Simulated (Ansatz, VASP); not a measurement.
## Two plane-wave programs on C

```
C
1.0
     2.40304    0.00000    0.00000
    -1.20152    2.08110    0.00000
     0.00000    0.00000    3.48267
C
2
Direct
  0.33333 0.66667 0.00000
  0.66667 0.33333 0.00000
```

Change from the starting cell: mode 6 frozen in at +0.000 Å, equal normal strain along x, y and z -0.0250.

Alike in both runs: task single point; functional PBE; dispersion D3(BJ); k mesh 21 × 21 × 12; occupations gaussian, width 0.15 eV; no spin polarisation.

```csv
,VASP,Ansatz
version,VASP 6.6.1,Ansatz 0.2.0
potentials or method,"VASP PAW PBE potentials, release 64 (C), cutoff 520 eV","scalar-relativistic, plane waves, PAW"
valence electrons in the cell,8,8
```

```csv
,VASP,Ansatz,Ansatz less VASP
gap on the k mesh at the Fermi level (eV),none,none,-
pressure (GPa),24.7,24.3,-0.45
"traceless stress, the component that is largest in VASP (GPa)",-24.12,-23.57,+0.545
```

A gap of «none» marks a metal or a gap that the smearing closes.
